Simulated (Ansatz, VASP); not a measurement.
**One calculation of HfO2, two programs**

```
Hf O
1.0
     4.88037    0.00000    0.00000
     0.00000    4.88037    0.00000
     0.00000    0.00000    3.36719
Hf O
2 4
Direct
  0.00000 0.00000 0.00000
  0.50000 0.50000 0.50000
  0.19296 0.80704 0.50000
  0.30704 0.30704 0.00000
  0.69296 0.69296 0.00000
  0.80704 0.19296 0.50000
```

Change from the starting cell: strain along c alone, the other axes held, atoms relaxed: +4.0 %.

Alike in both runs: functional PBE; k mesh 6 × 6 × 8; occupations gaussian, width 0.02 eV; no spin polarisation.

Ansatz relaxed the structure, and its values are those at the end. VASP's run is a single point on that final structure, the one shown.

|  | VASP | Ansatz |
| --- | --- | --- |
| version | VASP 6.6.1 | Ansatz 0.2.0 |
| potentials or method | VASP PAW PBE potentials, release 64 (Hf_pv, O), cutoff 520 eV | scalar-relativistic, plane waves, PAW |
| valence electrons in the cell | 44 | 76 |

VASP gave:

- gap on the k mesh at the Fermi level (eV): 3.75
- least direct gap on the mesh (eV): 3.75
- pressure (GPa): -11.3
- rms of the force components (eV/Å): 0.014

Question: What did Ansatz give for the same quantities?

Answer: gap on the k mesh at the Fermi level (eV): 3.80; least direct gap on the mesh (eV): 3.80; pressure (GPa): -8.7; rms of the force components (eV/Å): 0.000.

VASP's potentials hold 44 valence electrons a cell and Ansatz's 76, so a difference there can come from the potentials and not from the codes. Ansatz's warnings: stress scf threshold loose.

Neither program's run includes spin-orbit coupling.
